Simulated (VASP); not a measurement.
# PPt (P6_3mc) in VASP: further runs

The runs below take PPt through single point, with PBE-based global hybrid with 25 % exact exchange, PBE+D3(BJ), PBE+D4.

All numbers are computed with VASP 6.6.1; they aren't measurements. Logs are shortened: lines on timing, memory, paths and dates and some standing lists are left out, and cuts for length are marked.

**1. The cell of the first run**

Symmetry: P6_3mc, No. 186, hexagonal system. The conventional cell has a = 3.743 Å, b = 3.743 Å, c = 6.354 Å, α = 90.00°, β = 90.00°, γ = 120.00°. Pt (site symmetry 3m) has 4 P at 2.32 to 2.34 Å within 3.1 Å. P (site symmetry 3m) has 4 Pt at 2.32 to 2.34 Å within 3.1 Å.

**2. Single point, PBE-based global hybrid with 25 % exact exchange**

Input file POSCAR:

```
PPt
1.0
    3.7430278549      0.0000000000      0.0000000000
   -1.8715139275      3.2415572094      0.0000000000
    0.0000000000      0.0000000000      6.3537430000
Pt P
2 2
Direct
    0.3333333333      0.6666666667      0.3718990000
    0.6666666667      0.3333333333      0.8718990000
    0.3333333333      0.6666666667      0.0031030000
    0.6666666667      0.3333333333      0.5031030000
```

Input file INCAR.step1:

```
ALGO = Normal ; EDIFF = 1E-5
ENCUT = 520 ; GGA = PE
ISIF = 2 ; ISMEAR = -1
LASPH = True ; LCHARG = False
LREAL = False ; LWAVE = True
NBANDS = 23 ; NELM = 60
PREC = Accurate ; SIGMA = 0.05
```

Input file INCAR.step2:

```
AEXX = 0.25 ; ALGO = Normal
EDIFF = 1E-6 ; ENCUT = 520
GGA = PE ; ISIF = 2
ISMEAR = -1 ; ISTART = 1
LASPH = True ; LCHARG = False
LHFCALC = True ; LREAL = False
LWAVE = False ; NBANDS = 23
NELM = 60 ; PREC = Accurate
PRECFOCK = Normal ; SIGMA = 0.05
```

Input file KPOINTS:

```
k-points
0
Gamma
  5 5 3
```

Potentials or basis: VASP PAW PBE potentials, release 64 (Pt, P).

On the command line:

```sh
$ cat potpaw_PBE.64/Pt/POTCAR potpaw_PBE.64/P/POTCAR > POTCAR
$ cp INCAR.step1 INCAR
$ mpirun -np 1 vasp_std > vasp.out
$ cp INCAR.step2 INCAR
$ mpirun -np 1 vasp_std > vasp.out
```

OUTCAR:

```text
AEXX = 0.25
   EDIFF = 1E-6
   ENCUT = 520
   GGA = PE
   ISIF = 2
   ISMEAR = -1
   ISTART = 1
   LASPH = True
   LHFCALC = True
   LREAL = False
   NELM = 60
   PREC = Accurate
   PRECFOCK = Normal

 ion  position               nearest neighbor table
   1  0.333  0.667  0.372-   4 2.32   4 2.32   4 2.32   3 2.34
   2  0.667  0.333  0.872-   3 2.32   3 2.32   3 2.32   4 2.34
   3  0.333  0.667  0.003-   2 2.32   2 2.32   2 2.32   1 2.34
   4  0.667  0.333  0.503-   1 2.32   1 2.32   1 2.32   2 2.34

  LATTYP: Found a hexagonal cell.
 ALAT       =     3.7430278549
 C/A-ratio  =     1.6974875011

  Lattice vectors:

 A1 = (   3.7430278549,   0.0000000000,   0.0000000000)
 A2 = (  -1.8715139275,   3.2415572094,   0.0000000000)
 A3 = (   0.0000000000,   0.0000000000,   6.3537430000)

Analysis of symmetry for initial positions (statically):
=====================================================================
 Subroutine PRICEL returns:
 Original cell was already a primitive cell.

 Routine SETGRP: Setting up the symmetry group for a
 hexagonal supercell.

 Subroutine GETGRP returns: Found 12 space group operations
 (whereof  6 operations were pure point group operations)
 out of a pool of 24 trial point group operations.

The static configuration has the point symmetry C_3v.
 The point group associated with its full space group is C_6v.

Analysis of symmetry for dynamics (positions and initial velocities):
=====================================================================
 Subroutine PRICEL returns:
 Original cell was already a primitive cell.

 Routine SETGRP: Setting up the symmetry group for a
 hexagonal supercell.

 Subroutine GETGRP returns: Found 12 space group operations
 (whereof  6 operations were pure point group operations)
 out of a pool of 24 trial point group operations.

The dynamic configuration has the point symmetry C_3v.
 The point group associated with its full space group is C_6v.

 Subroutine INISYM returns: Found 12 space group operations
 (whereof  6 operations are pure point group operations),
 and found     1 'primitive' translations

----------------------------------------------------------------------------------------

                                     Primitive cell

  volume of cell :      77.0915

  direct lattice vectors                    reciprocal lattice vectors
     3.743027855  0.000000000  0.000000000     0.267163387  0.154246854  0.000000000
    -1.871513927  3.241557209  0.000000000     0.000000000  0.308493707  0.000000000
     0.000000000  0.000000000  6.353743000     0.000000000  0.000000000  0.157387543

  length of vectors
     3.743027855  3.743027855  6.353743000     0.308493707  0.308493707  0.157387543

  position of ions in fractional coordinates (direct lattice)
     0.333333333  0.666666667  0.371899000
     0.666666667  0.333333333  0.871899000
     0.333333333  0.666666667  0.003103000
     0.666666667  0.333333333  0.503103000

  ion indices of the primitive-cell ions
   primitive index   ion index
                 1           1
                 2           2
                 3           3
                 4           4

----------------------------------------------------------------------------------------

 KPOINTS: k-points

Automatic generation of k-mesh.
 Grid dimensions read from file:
 generate k-points for:    5    5    3

 Generating k-lattice:

  Cartesian coordinates                     Fractional coordinates (reciprocal lattice)
     0.053432677  0.030849371  0.000000000     0.200000000  0.000000000  0.000000000
     0.000000000  0.061698741  0.000000000     0.000000000  0.200000000  0.000000000
     0.000000000  0.000000000  0.052462514     0.000000000  0.000000000  0.333333333

  Length of vectors
     0.061698741  0.061698741  0.052462514

  Shift w.r.t. Gamma in fractional coordinates (k-lattice)
     0.000000000  0.000000000  0.000000000

 Subroutine IBZKPT returns following result:
 ===========================================

 Found     10 irreducible k-points:

 Following reciprocal coordinates:
            Coordinates               Weight
  0.000000  0.000000  0.000000      1.000000
  0.200000  0.000000  0.000000      6.000000
  0.400000 -0.000000  0.000000      6.000000
  0.200000  0.200000  0.000000      6.000000
  0.400000  0.200000  0.000000      6.000000
  0.000000  0.000000  0.333333      2.000000
  0.200000  0.000000  0.333333     12.000000
  0.400000 -0.000000  0.333333     12.000000
  0.200000  0.200000  0.333333     12.000000
  0.400000  0.200000  0.333333     12.000000
   k-points           NKPTS =     10   k-points in BZ     NKDIM =     75   number of bands    NBANDS=     23
   number of dos      NEDOS =    301   number of ions     NIONS =      4
   total plane-waves  NPLWV =  37632
   dimension x,y,z NGX =    28 NGY =   28 NGZ =   48
   dimension x,y,z NGXF=    56 NGYF=   56 NGZF=   96
   ions per type =               2   2
   NGX,Y,Z   is equivalent  to a cutoff of  12.44, 12.44, 12.56 a.u.
   NGXF,Y,Z  is equivalent  to a cutoff of  24.87, 24.87, 25.12 a.u.
 SYSTEM =  unknown system
   PREC   = accura    normal or accurate (medium, high low for compatibility)
   ISTART =      1    job   : 0-new  1-cont  2-samecut
   ICHARG =      0    charge: 1-file 2-atom 10-const
   ISPIN  =      1    spin polarized calculation?
   LNONCOLLINEAR =      F non collinear calculations
   LSORBIT =      F    spin-orbit coupling
   LASPH  =      T    aspherical Exc in radial PAW
   ENCUT  =  520.0 eV  38.22 Ry    6.18 a.u.   6.96  6.96 11.81*2*pi/ulx,y,z
   NELM   =     60;   NELMIN=  2; NELMDL=  0     # of ELM steps
   EDIFF  = 0.1E-05   stopping-criterion for ELM
   LREAL  =      F    real-space projection
   EDIFFG = 0.1E-04   stopping-criterion for IOM
   NSW    =      0    number of steps for IOM
   IBRION =     -1    ionic relax: 0-MD 1-quasi-New 2-CG
   NFREE  =      0    steps in history (QN), initial steepest desc. (CG)
   ISIF   =      2    stress and relaxation
   ISYM   =      3    0-nonsym 1-usesym 2-fastsym
   POTIM  = 0.5000    time-step for ionic-motion
   TEBEG  =    0.0;   TEEND  =   0.0 temperature during run
   PSTRESS=    0.0 pullay stress
   NELECT =      30.0000    total number of electrons
   NUPDOWN=      -1.0000    fix difference up-down
   EMIN   =  10.00;   EMAX   =-10.00  energy-range for DOS
   EFERMI =   0.00;   METHOD = LEGACY
   ISMEAR =    -1;   SIGMA  =   0.05  broadening in eV -4-tet -1-fermi 0-gaus
   EFERMI_NEDOS =   21; number of points for ismear=-14 and -15
   IALGO  =     38    algorithm
   IMIX   =      1    mixing-type and parameters
     AMIX     =   0.40;   BMIX     =  1.00
     AMIX_MAG =   1.60;   BMIX_MAG =  1.00
  volume/ion in A,a.u.               =      19.27       130.06
  Fermi-wavevector in a.u.,A,eV,Ry     =   1.195216  2.258631 19.436489  1.428542
  Thomas-Fermi vector in A             =   2.331187
   LORBIT       =      0    0 simple, 1 ext, 2 COOP (PROOUT), +10 PAW based schemes
   GGA     = PE    functional components
   LHFCALC =     T    Hartree Fock is set to
   PRECFOCK=normal    Normal, Fast or Accurate (Low or Medium for compatibility)
   ENCUT4O =  -1.0   cutoff for four orbital integrals eV
   NKREDX  =     1    reduce k-point grid by
   NKREDY  =     1    reduce k-point grid by
   NKREDZ  =     1    reduce k-point grid by
   AEXX    =    0.2500 exact exchange contribution
   HFSCREEN=    0.0000 screening length (either q_TF or 0.3 A-1)
   HFSCREENC=   0.0000 screening length for correlation (either q_TF or 0.3 A-1)
   ENCUTFOCK=  -1.0 apply spherical cutoff to Coloumb kernel
   IVDW    =     0    specifies the selected vdW correction
   LEPSILON=     F    determine dielectric tensor
   LRPA    =     F    only Hartree local field effects (RPA)
 non-spin polarized calculation
  energy-cutoff  :      520.00
  volume of cell :       77.09
 maximum number of plane-waves:      2088
 NGX is ok and might be reduce to    28
  NGX = 24; NGY = 24; NGZ = 36

 number of electron      30.0000001 magnetization

 Free energy of the ion-electron system (eV)
  ---------------------------------------------------
  ext. energy  EPLUGINS =         0.00000000
  ---------------------------------------------------
  free energy    TOTEN  =       -30.17964809 eV

  energy without entropy =      -30.17929255  energy(sigma->0) =      -30.17947032

 E-fermi :   6.9260     XC(G=0):  -8.4654

 val. band max:        6.6267910758   @ k =   0.2000   0.0000   0.0000
 cond. band min:       7.2789989457   @ k =   0.4000  -0.0000   0.3333
 fundamental gap:      0.6522078699
 Fermi energy:         6.9260332175

 k-point     1 :       0.0000    0.0000    0.0000
  band No.  band energies     occupation
      1      -8.0925      2.00000
      2      -6.6509      2.00000
      3      -0.5154      2.00000
      4      -0.3516      2.00000
      5      -0.3289      2.00000
      6      -0.3289      2.00000
[... 15 lines left out ...]
     22      15.1819      0.00000
     23      15.1819      0.00000

 k-point     2 :       0.2000    0.0000    0.0000
  band No.  band energies     occupation
      1      -7.6617      2.00000
      2      -6.4018      2.00000
      3      -0.6619      2.00000
      4      -0.3467      2.00000
      5      -0.1479      2.00000
      6      -0.1164      2.00000
[... 15 lines left out ...]
     22      15.1255      0.00000
     23      15.7229      0.00000

 k-point     3 :       0.4000   -0.0000    0.0000
  band No.  band energies     occupation
      1      -6.7830      2.00000
      2      -6.0664      2.00000
      3      -0.9373      2.00000
      4      -0.5839      2.00000
      5      -0.0070      2.00000
      6       0.3127      2.00000
[... 15 lines left out ...]
     22      15.7243      0.00000
     23      16.2216      0.00000
[... 131 lines left out ...]
 k-point     9 :       0.2000    0.2000    0.3333
  band No.  band energies     occupation
      1      -6.7610      2.00000
      2      -6.3219      2.00000
      3      -0.8610      2.00000
      4      -0.7977      2.00000
      5      -0.0140      2.00000
      6       0.0607      2.00000
[... 15 lines left out ...]
     22      15.3119      0.00000
     23      16.3151      0.00000

 k-point    10 :       0.4000    0.2000    0.3333
  band No.  band energies     occupation
      1      -6.2863      2.00000
      2      -6.1139      2.00000
      3      -0.7596      2.00000
      4      -0.6768      2.00000
      5      -0.1039      2.00000
      6       0.4362      2.00000
[... 15 lines left out ...]
     22      15.3759      0.00000
     23      16.0819      0.00000

------------------------ aborting loop because EDIFF is reached ----------------------------------------

  FORCE on cell =-STRESS in cart. coord.  units (eV):
  Direction    XX          YY          ZZ          XY          YZ          ZX
  --------------------------------------------------------------------------------------
  -------------------------------------------------------------------------------------
  Total       -2.4899453     -2.4899453     -2.1210069      0.0000000      0.0000000      0.0000000
  in kB      -51.7480507    -51.7480507    -44.0804760      0.0000000      0.0000000      0.0000000
  external PRESSURE =     -49.1921925 kB  Pullay stress =       0.0000000 kB

 VOLUME and BASIS-vectors are now :
 -----------------------------------------------------------------------------
  energy-cutoff  :      520.00
  volume of cell :       77.09
      direct lattice vectors                 reciprocal lattice vectors
     3.743027855  0.000000000  0.000000000     0.267163387  0.154246854  0.000000000
    -1.871513927  3.241557209  0.000000000     0.000000000  0.308493707  0.000000000
     0.000000000  0.000000000  6.353743000     0.000000000  0.000000000  0.157387543

 POSITION                                       TOTAL-FORCE (eV/Angst)
 -----------------------------------------------------------------------------------
     -0.00000      2.16104      2.36295         0.000000      0.000000      0.047525
      1.87151      1.08052      5.53982        -0.000000     -0.000000      0.047525
     -0.00000      2.16104      0.01972        -0.000000      0.000000     -0.047525
      1.87151      1.08052      3.19659         0.000000     -0.000000     -0.047525
 -----------------------------------------------------------------------------------
    total drift:                                0.000000      0.000000      0.000628

  FREE ENERGIE OF THE ION-ELECTRON SYSTEM (eV)
  ---------------------------------------------------
  free  energy   TOTEN  =       -30.1796480901 eV

  energy  without entropy=      -30.1792925470  energy(sigma->0) =      -30.17947032
```

Run time: 85 min. Hardware: 1 thread of Intel Xeon 8259CL, shared host; peak memory 0.22 GiB.

What came out:

```
Free energy            : -30.1796 eV
Pressure               : -4.9 GPa
Largest force          : 0.048 eV/Å
Band gap on the k mesh : zero (bands 15 and 16 overlap by 4.26 eV)
```

Forces on the atoms (eV/Å):
```
Pt   0.000  0.000  0.048
Pt   0.000  0.000  0.048
P    0.000  0.000 -0.048
P    0.000  0.000 -0.048
```

Levels at points of the mesh, in eV from the Fermi level:
```csv
k point,band 12,band 13,band 14,band 15,band 16,band 17,band 18,band 19
"(0.00, 0.00, 0.00)",-4.63,-4.14,2.45,2.45,4.11,4.54,5.11,5.11
```

Caveat: the k points lie up to 0.39 Å⁻¹ apart, too coarse for converged energies and pressures of a metal; the PAW data sets were made with another functional, which shifts forces and pressure a little; spin-orbit coupling is left out, which moves the levels of the heavy elements.

**3. Single point, PBE+D3(BJ)**

This run uses another cell than the first one, of 18.53 Å³/atom.

Input file INCAR:

```
SYSTEM = PPt
PREC     = Accurate       ! precision mode
ENCUT    = 520            ! plane-wave cutoff, eV
EDIFF    = 1E-6           ! SCF threshold, eV
ISMEAR   = -1             ! smearing method
SIGMA    = 0.05           ! smearing width, eV
LREAL    = .FALSE.        ! projectors in reciprocal space
LASPH    = .TRUE.         ! aspherical terms in the spheres
NELM     = 100            ! most SCF steps
ALGO     = Normal         ! electronic algorithm
ISIF     = 2              ! what is computed and relaxed
LWAVE    = .FALSE.        ! write WAVECAR
LCHARG   = .FALSE.        ! write CHGCAR
GGA      = PE             ! functional
IVDW     = 12             ! dispersion correction
NBANDS   = 23             ! bands
```

Input file KPOINTS:

```
regular mesh
0
G
  8 8 4
  0 0 0
```

Input file POSCAR:

```
PPt
1.0
    3.6147980960      0.0000000000      0.0000000000
   -1.8073990480      3.1305069806      0.0000000000
    0.0000000000      0.0000000000      6.5508475220
Pt P
2 2
Direct
    0.3333333333      0.6666666667      0.3653316821
    0.6666666667      0.3333333333      0.8653316821
    0.3333333333      0.6666666667      0.0096703179
    0.6666666667      0.3333333333      0.5096703179
```

Potentials or basis: VASP PAW PBE potentials, release 64 (Pt, P).

On the command line:

```sh
$ cat potpaw_PBE.64/Pt/POTCAR potpaw_PBE.64/P/POTCAR > POTCAR
$ mpirun -np 1 vasp_std > vasp.out
```

Wall time 52 s (1 thread of Intel Xeon 8259CL, shared host); peak memory 0.22 GiB.

The run converged. Its results:

```
Free energy                : -26.2953 eV
Pressure                   : -0.2 GPa
Band gap on the k mesh     : zero (bands 15 and 16 overlap by 3.79 eV)
Dispersion energy per atom : -0.501 eV
```

Levels at points of the mesh, in eV from the Fermi level:
| k point | band 13 | band 14 | band 15 | band 16 | band 17 | band 18 |
| --- | --- | --- | --- | --- | --- | --- |
| (0.00, 0.00, 0.00) | -3.47 | 1.97 | 1.97 | 2.85 | 3.97 | 4.21 |
| (0.50, 0.00, 0.00) | -2.51 | -2.45 | -1.85 | -0.62 | 0.55 | 2.23 |
| (0.00, 0.00, 0.50) | -0.74 | -0.74 | 2.85 | 2.85 | 2.85 | 2.85 |
| (0.50, 0.00, 0.50) | -2.89 | -2.89 | -0.19 | -0.19 | 0.79 | 0.79 |

Caveat: spin-orbit coupling is left out, which moves the levels of the heavy elements.

(Continued in part 2 of 2.)

The gap in the log of VASP goes by the Fermi energy; the results here count the filled bands.